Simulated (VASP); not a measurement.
# Si24O48F (a cell with a defect) in VASP: single point with r2SCAN

Aim: the single point of Si24O48F (a cell with a defect) with r2SCAN.

All numbers are computed with VASP 6.6.1; they aren't measurements. Logs are shortened: lines on timing, memory, paths and dates and some standing lists are left out, and cuts for length are marked.

### 1 The cell of the first run

The cell holds a defect, 73 atoms: a = 10.042 Å, b = 10.042 Å, c = 11.019 Å, α = 90.00°, β = 90.00°, γ = 120.00°.

### 2 Single point, r2SCAN, collinear spin

POSCAR reads:

```
Si24O48F
1.0
   10.0416380600      0.0000000000      0.0000000000
   -5.0208190300      8.6963136500      0.0000000000
    0.0000000000      0.0000000000     11.0185484200
Si O F
24 48 1
Direct
   -0.0077316500      0.2335841600      0.1621276800
    0.2576804400      0.2645546600      0.0029700400
    0.2534732700     -0.0160539500      0.3327993000
    0.0022275500      0.2461791600      0.6756563900
    0.2262045700      0.2389045900      0.4891200300
    0.2372841400      0.0084470900      0.8323400400
    0.0020689900      0.7452493300      0.1695899000
    0.2625823300      0.7716171100     -0.0005599700
    0.2342339400      0.4851749700      0.3283527000
    0.0013562400      0.7486765900      0.6630679400
    0.2608598100      0.7411438100      0.5000108300
    0.2333738600      0.5036674100      0.8404759200
    0.5023906900      0.2425406700      0.1637175100
    0.7588363400      0.2609933700     -0.0076605900
    0.7332024800      0.0009737300      0.3323123900
    0.4964519200      0.2431654700      0.6638346600
    0.7629211500      0.2649411300      0.5013061600
    0.7405582100     -0.0000023200      0.8331973900
    0.4961752600      0.7449185800      0.1649201200
    0.7592439100      0.7641378300      0.0032646700
    0.7424007200      0.5021190500      0.3341287200
    0.4993825800      0.7297088800      0.6716604100
    0.7547023400      0.7582831400      0.4999462400
    0.7394223300      0.5072368800      0.8290556200
    0.0740591600      0.3751786900      0.2575022700
    0.3042375300      0.3963336700      0.4059702300
    0.1204974100      0.1985474700      0.1031986600
    0.2468907200      0.0915915600      0.4420653200
    0.4176179900      0.2973027900      0.0663459100
    0.3765375800      0.0841858800      0.2291848600
    0.0700234900      0.3786188600      0.7804767700
    0.2844222900      0.4259819500      0.9470734500
    0.1502507500      0.2397382600      0.6223757100
    0.2086678100      0.1385235200      0.8944752100
    0.4109280100      0.2938292000      0.5599514100
    0.3739860700      0.0862831900      0.7318088000
    0.0845823500      0.8814929000      0.2716322700
    0.3078116600      0.8777199200      0.4016783000
    0.1314822300      0.7177044200      0.1044811300
    0.1932186400      0.5827968300      0.4239043500
    0.4233223700      0.8029119800      0.0592175300
    0.3632906700      0.5898183200      0.2283234700
    0.0796619400      0.8819334500      0.7663517400
    0.2898751600      0.9296254300      0.9366201300
    0.1313662300      0.7233501400      0.5970166900
    0.2065518800      0.6380600100      0.8968152900
    0.4187662100      0.7834610100      0.5702362000
    0.3700625300      0.5749518900      0.7393180400
    0.5877211800      0.3744251800      0.2661070400
    0.7980227900      0.4254503400      0.4381282200
    0.6247657000      0.2086003300      0.0943023900
    0.7109003500      0.1337980100      0.3973703600
    0.9162336000      0.2881171900      0.0559012500
    0.8614212700      0.0757741600      0.2250972000
    0.5797059600      0.3836798400      0.7607592600
    0.7893763800      0.4195539900      0.9274652500
    0.6199434300      0.2090162700      0.5967296000
    0.7025240300      0.1268960500      0.8897953900
    0.9149551900      0.2936407900      0.5746612000
    0.8794980500      0.0805509400      0.7345433500
    0.5732506000      0.8788458500      0.2666974100
    0.7716383500      0.9108706700      0.4364065900
    0.6223974400      0.7084751300      0.1034373400
    0.7055925500      0.6260823100      0.3969456400
    0.9172272700      0.7955820600      0.0692264300
    0.8799076800      0.5855293100      0.2348308900
    0.5844973400      0.8682806000      0.7693271800
    0.7932999000      0.9245138500      0.9403144600
    0.6233974200      0.6942708900      0.6058587400
    0.7084823400      0.6317192200      0.8991090300
    0.9185404300      0.8004140400      0.5616399400
    0.8752031000      0.5893747500      0.7283280600
    0.0556688400      0.1560672100      0.4190949200
```

INCAR.step1 reads:

```
PREC     = Accurate       # precision mode
ENCUT    = 580            # plane-wave cutoff, eV
ISMEAR   = -1             # smearing method
SIGMA    = 0.01           # smearing width, eV
LREAL    = Auto         
LASPH    = T              # aspherical terms in the spheres
NELM     = 200            # most SCF steps
ISPIN    = 2              # spin polarisation
MAGMOM   = 0 0 0 0 0 0 0 0 0 0 0 0 0 0 0 0 0 0 0 0 0 0 0 0 0 0.01 0 0.26 0 0 0 0 0.03 0 0.46 0 0.02 0.01 0 0 0 0 0 0 0 0 0 0 0 0 0 0 0 0 0.04 0.01 0.02 0 0 0 0 0 0 0 0 0 0 0 0 0 0 0 0.04 # initial moments
NUPDOWN  = 1.0            # fixed moment
NBANDS   = 242            # bands
GGA      = PE             # functional
ALGO     = Normal         # electronic algorithm
EDIFF    = 1E-5           # SCF threshold, eV
LWAVE    = T              # write WAVECAR
LCHARG   = F              # write CHGCAR
GGA_COMPAT= F            
NCORE    = 4
```

INCAR.step2 reads:

```
PREC     = Accurate       # precision mode
ENCUT    = 580            # plane-wave cutoff, eV
EDIFF    = 1E-6           # SCF threshold, eV
ISMEAR   = -1             # smearing method
SIGMA    = 0.01           # smearing width, eV
LREAL    = Auto         
LASPH    = T              # aspherical terms in the spheres
NELM     = 200            # most SCF steps
ALGO     = Normal         # electronic algorithm
ISIF     = 2              # what is computed and relaxed
LWAVE    = F              # write WAVECAR
LCHARG   = F              # write CHGCAR
ISPIN    = 2              # spin polarisation
MAGMOM   = 0 0 0 0 0 0 0 0 0 0 0 0 0 0 0 0 0 0 0 0 0 0 0 0 0 0.01 0 0.26 0 0 0 0 0.03 0 0.46 0 0.02 0.01 0 0 0 0 0 0 0 0 0 0 0 0 0 0 0 0 0.04 0.01 0.02 0 0 0 0 0 0 0 0 0 0 0 0 0 0 0 0.04 # initial moments
LORBIT   = 11             # projections on sites
NUPDOWN  = 1.0            # fixed moment
METAGGA  = R2SCAN         # meta-GGA
LMIXTAU  = T            
NBANDS   = 242            # bands
ISTART   = 1            
GGA_COMPAT= F            
NCORE    = 4
```

KPOINTS reads:

```
Automatic mesh
0
Gamma
  1 1 1
```

Potentials or basis: VASP PAW PBE potentials, release 64 (Si, O, F).

The run is started by

```
$ cat potpaw_PBE.64/Si/POTCAR potpaw_PBE.64/O/POTCAR potpaw_PBE.64/F/POTCAR > POTCAR
$ cp INCAR.step1 INCAR
$ mpirun -np 4 vasp_gam > vasp.out
$ cp INCAR.step2 INCAR
$ mpirun -np 4 vasp_gam > vasp.out
```

OUTCAR:

```text
PREC = Accurate
   ENCUT = 580
   EDIFF = 1E-6
   ISMEAR = -1
   LREAL = Auto
   LASPH = T
   NELM = 200
   ISIF = 2
   ISPIN = 2
   LORBIT = 11
   NUPDOWN = 1.0
   METAGGA = R2SCAN
   ISTART = 1

 ion  position               nearest neighbor table
   1  0.992  0.234  0.162-  25 1.62  54 1.62  27 1.63  53 1.63   2 3.07   9 3.08  15 3.11  14 3.12

   2  0.258  0.265  0.003-  27 1.63  32 1.63  29 1.63  34 1.63   1 3.07  12 3.10   6 3.11  13 3.13

   3  0.253  0.984  0.333-  38 1.61  30 1.61  37 1.63  28 1.64   7 3.05  11 3.09
   4  0.002  0.246  0.676-  59 1.63  33 1.63  60 1.63  31 1.63  12 3.06   5 3.07  18 3.09
   5  0.226  0.239  0.489-  26 1.65  33 1.66  73 1.67  28 1.68  35 1.83   9 3.01   4 3.07
   6  0.237  0.008  0.832-  34 1.62  43 1.62  44 1.63  36 1.63  16 3.11   2 3.11   8 3.12  10 3.12

   7  0.002  0.745  0.170-  66 1.62  65 1.62  39 1.62  37 1.64   3 3.05  21 3.11   8 3.12  20 3.13
[... 72 lines left out ...]
  71  0.919  0.800  0.562-  10 1.63  23 1.63
  72  0.875  0.589  0.728-  24 1.63  10 1.63
  73  0.056  0.156  0.419-   5 1.67

  LATTYP: Found a hexagonal cell.
 ALAT       =    10.0416380600
 C/A-ratio  =     1.0972859562

  Lattice vectors:

 A1 = (  10.0416380600,   0.0000000000,   0.0000000000)
 A2 = (  -5.0208190300,   8.6963136500,   0.0000000000)
 A3 = (   0.0000000000,   0.0000000000,  11.0185484200)

Analysis of symmetry for initial positions (statically):
=====================================================================
 Subroutine PRICEL returns:
 Original cell was already a primitive cell.

 Routine SETGRP: Setting up the symmetry group for a
 hexagonal supercell.

 Subroutine GETGRP returns: Found  1 space group operations
 (whereof  1 operations were pure point group operations)
 out of a pool of 24 trial point group operations.

The static configuration has the point symmetry C_1 .

Analysis of symmetry for dynamics (positions and initial velocities):
=====================================================================
 Subroutine PRICEL returns:
 Original cell was already a primitive cell.

 Routine SETGRP: Setting up the symmetry group for a
 hexagonal supercell.

 Subroutine GETGRP returns: Found  1 space group operations
 (whereof  1 operations were pure point group operations)
 out of a pool of 24 trial point group operations.

The dynamic configuration has the point symmetry C_1 .

Analysis of structural, dynamic, and magnetic symmetry:
=====================================================================
 Subroutine PRICEL returns:
 Original cell was already a primitive cell.

 Routine SETGRP: Setting up the symmetry group for a
 hexagonal supercell.

 Subroutine GETGRP returns: Found  1 space group operations
 (whereof  1 operations were pure point group operations)
 out of a pool of 24 trial point group operations.

[... 232 lines left out ...]
   EFERMI =   0.00;   METHOD = LEGACY
   ISMEAR =    -1;   SIGMA  =   0.01  broadening in eV -4-tet -1-fermi 0-gaus
   EFERMI_NEDOS =   21; number of points for ismear=-14 and -15
   IALGO  =     38    algorithm
   IMIX   =      4    mixing-type and parameters
     AMIX     =   0.40;   BMIX     =  1.00
     AMIX_MAG =   1.60;   BMIX_MAG =  1.00
  volume/ion in A,a.u.               =      13.18        88.95
  Fermi-wavevector in a.u.,A,eV,Ry     =   1.212585  2.291454 20.005511  1.470364
  Thomas-Fermi vector in A             =   2.348065
   LORBIT       =     11    0 simple, 1 ext, 2 COOP (PROOUT), +10 PAW based schemes
   METAGGA = R2SCAN    functional components
   LHFCALC =     F    Hartree Fock is set to
   AEXX    =    0.0000 exact exchange contribution
   IVDW    =     0    specifies the selected vdW correction
   LEPSILON=     F    determine dielectric tensor
   LRPA    =     F    only Hartree local field effects (RPA)
 spin polarized calculation
  energy-cutoff  :      580.00
  volume of cell :      962.20
 maximum number of plane-waves:     15250
 NGX is ok and might be reduce to    80
   NGX = 39   NGY = 39   NGZ = 43

 number of electron     391.0000013 magnetization       1.0000000

 Free energy of the ion-electron system (eV)
  ---------------------------------------------------
  ext. energy  EPLUGINS =         0.00000000
  ---------------------------------------------------
  free energy    TOTEN  =      -717.70076642 eV

  energy without entropy =     -717.70076642  energy(sigma->0) =     -717.70076642

 E-fermi :   0.5716     XC(G=0):  -9.4552

 val. band max:        0.3040171894   @ k =   0.0000   0.0000   0.0000
 cond. band min:       0.9167609709   @ k =   0.0000   0.0000   0.0000
 fundamental gap:      0.6127437816
 Fermi energy:         0.5716482335

 spin component 1

 k-point     1 :       0.0000    0.0000    0.0000
  band No.  band energies     occupation
      1     -22.3276      1.00000
      2     -20.1128      1.00000
      3     -19.8234      1.00000
      4     -19.7161      1.00000
      5     -19.5777      1.00000
      6     -19.5767      1.00000
[... 199 lines left out ...]
    206       9.6164      0.00000
    207       9.6366      0.00000
 Fermi energy:         0.5716482335

 spin component 2

 k-point     1 :       0.0000    0.0000    0.0000
  band No.  band energies     occupation
      1     -22.2495      1.00000
      2     -20.0152      1.00000
      3     -19.6510      1.00000
      4     -19.6009      1.00000
      5     -19.5747      1.00000
      6     -19.5723      1.00000
[... 199 lines left out ...]
    206       9.6254      0.00000
    207       9.6504      0.00000
 [bands above 207 left out]

------------------------ aborting loop because EDIFF is reached ----------------------------------------

  FORCE on cell =-STRESS in cart. coord.  units (eV):
  Direction    XX          YY          ZZ          XY          YZ          ZX
  --------------------------------------------------------------------------------------
  -------------------------------------------------------------------------------------
  Total      -28.7341288    -24.8935622    -27.3619103     -2.5355805      0.1396683      0.0203087
  in kB      -47.8458719    -41.4508544    -45.5609587     -4.2220546      0.2325650      0.0338165
  external PRESSURE =     -44.9525617 kB  Pullay stress =       0.0000000 kB

 VOLUME and BASIS-vectors are now :
 -----------------------------------------------------------------------------
  energy-cutoff  :      580.00
  volume of cell :      962.20
      direct lattice vectors                 reciprocal lattice vectors
    10.041638060  0.000000000  0.000000000     0.099585346  0.057495626  0.000000000
    -5.020819030  8.696313650  0.000000000     0.000000000  0.114991253  0.000000000
     0.000000000  0.000000000 11.018548420     0.000000000  0.000000000  0.090756056

 POSITION                                       TOTAL-FORCE (eV/Angst)
 -----------------------------------------------------------------------------------
      8.79122      2.03132      1.78641         0.001147     -0.025541      0.014350
      1.25925      2.30065      0.03273         0.003359      0.037209      0.009581
     -2.39493      8.55670      3.66697         0.161019     -0.139423     -0.068716
     -1.21365      2.14085      7.44475         0.002473      0.017313      0.018501
      1.07197      2.07759      5.38939        -0.347639     -0.053270     -0.125634
      2.34031      0.07346      9.17118        -0.063071     -0.028150      0.044382
[... 65 lines left out ...]
      5.82933      5.12539      8.02512        -0.179875      0.176750      0.097337
     -0.22458      1.35721      4.61782         0.152349      0.150831      0.076389
 -----------------------------------------------------------------------------------
    total drift:                                0.021473      0.014673     -0.007489

  FREE ENERGIE OF THE ION-ELECTRON SYSTEM (eV)
  ---------------------------------------------------
  free  energy   TOTEN  =      -717.7007664161 eV

  energy  without entropy=     -717.7007664161  energy(sigma->0) =     -717.70076642

 total charge

# of ion       s       p       d       tot
------------------------------------------
    1        0.625   0.971   0.000   1.597
    2        0.625   0.973   0.000   1.599
    3        0.627   0.982   0.000   1.610
    4        0.626   0.970   0.000   1.595
    5        0.593   0.910   0.000   1.504
    6        0.625   0.975   0.000   1.599
[... 65 lines left out ...]
   72        1.549   3.712   0.000   5.261
   73        1.744   4.435   0.000   6.179
--------------------------------------------------
tot         91.138 205.689   0.000 296.827

 magnetization (x)

# of ion       s       p       d       tot
------------------------------------------
    1       -0.000   0.000   0.000  -0.000
    2       -0.000  -0.000   0.000  -0.000
    3       -0.000  -0.001   0.000  -0.001
    4       -0.000  -0.000   0.000  -0.000
    5       -0.003  -0.006   0.000  -0.009
    6       -0.000  -0.000   0.000  -0.000
[... 65 lines left out ...]
   72       -0.000   0.000   0.000   0.000
   73        0.000   0.033   0.000   0.034
--------------------------------------------------
tot          0.015   0.861   0.000   0.876
```

Wall time 20 min (4 MPI ranks of Intel Xeon Platinum 8259CL at 2.50GHz (Skylake/Cascade Lake), shared host); peak memory 0.59 GiB.

Results:

* Free energy: -717.7008 eV
* Pressure: -4.5 GPa
* Largest force: 0.647 eV/Å
* Net moment: 1.00 μB per cell
* Site moments: Si -0.00, -0.01, +0.00 (each value once); O +0.00, +0.01, +0.26, -0.00, +0.03, +0.45, +0.04, +0.02 (each value once); F +0.03 μB
* Valence electrons inside the program's atomic spheres: Si 1.60, 1.61, 1.59, 1.50, 1.58 (each value once); O 5.27, 5.25, 5.26, 5.19, 5.28, 5.24, 5.07 (each value once); F 6.18

Forces in eV/Å, atoms in the order of the input:
```
Si   0.001 -0.026  0.014
Si   0.003  0.037  0.010
Si   0.161 -0.139 -0.069
Si   0.002  0.017  0.019
Si  -0.348 -0.053 -0.126
Si  -0.063 -0.028  0.044
Si   0.027 -0.028 -0.013
Si   0.025  0.022  0.013
Si  -0.081  0.053 -0.022
Si   0.023 -0.019 -0.013
Si   0.030  0.004 -0.077
Si  -0.073 -0.007  0.023
Si   0.026 -0.037 -0.004
Si   0.021  0.022 -0.008
Si  -0.041 -0.006 -0.006
Si   0.467 -0.200  0.401
Si   0.076  0.015 -0.022
Si  -0.034 -0.007  0.020
Si  -0.017 -0.012  0.017
Si   0.016  0.051  0.015
Si  -0.008  0.014 -0.033
Si  -0.016  0.014  0.001
Si   0.018  0.078 -0.038
Si   0.014  0.023  0.038
O    0.299 -0.129 -0.051
O   -0.288 -0.248  0.065
O   -0.084  0.272 -0.123
O   -0.017  0.330  0.067
O   -0.076 -0.244  0.092
O   -0.129  0.141  0.143
O    0.291 -0.047 -0.127
O   -0.125 -0.203 -0.149
O   -0.085  0.024 -0.261
O    0.246  0.014  0.120
O   -0.043 -0.169 -0.082
O   -0.192  0.286 -0.008
O    0.282 -0.053 -0.077
O   -0.310 -0.065  0.075
O   -0.092  0.236 -0.116
O    0.259  0.153 -0.047
O   -0.109 -0.242  0.124
O   -0.088  0.123  0.117
O    0.251 -0.023 -0.101
O   -0.150 -0.175 -0.137
O   -0.064  0.142 -0.087
O    0.252  0.028  0.135
O   -0.042 -0.266  0.112
O   -0.152  0.196  0.084
O    0.223 -0.038 -0.083
O   -0.184 -0.197 -0.106
O   -0.089  0.239 -0.089
O    0.213  0.043  0.124
O   -0.103 -0.224  0.105
O   -0.122  0.205  0.139
O    0.162 -0.123 -0.204
O   -0.164 -0.170 -0.104
O   -0.196  0.267 -0.070
O    0.273  0.035  0.125
O   -0.064 -0.225  0.064
O   -0.186  0.203  0.113
O    0.265 -0.055 -0.114
O   -0.084 -0.168 -0.104
O   -0.080  0.248 -0.117
O    0.245  0.031  0.127
O   -0.068 -0.228  0.104
O   -0.189  0.195  0.104
O    0.234 -0.046 -0.101
O   -0.157 -0.203 -0.132
O   -0.104  0.233 -0.095
O    0.227  0.028  0.075
O   -0.089 -0.251  0.113
O   -0.180  0.177  0.097
F    0.152  0.151  0.076
```

Caveat: the k points lie up to 0.72 Å⁻¹ apart; the PAW data sets were made with another functional, which shifts forces and pressure a little; the total moment is fixed, so each spin has its own Fermi level and the state may be an excited one.
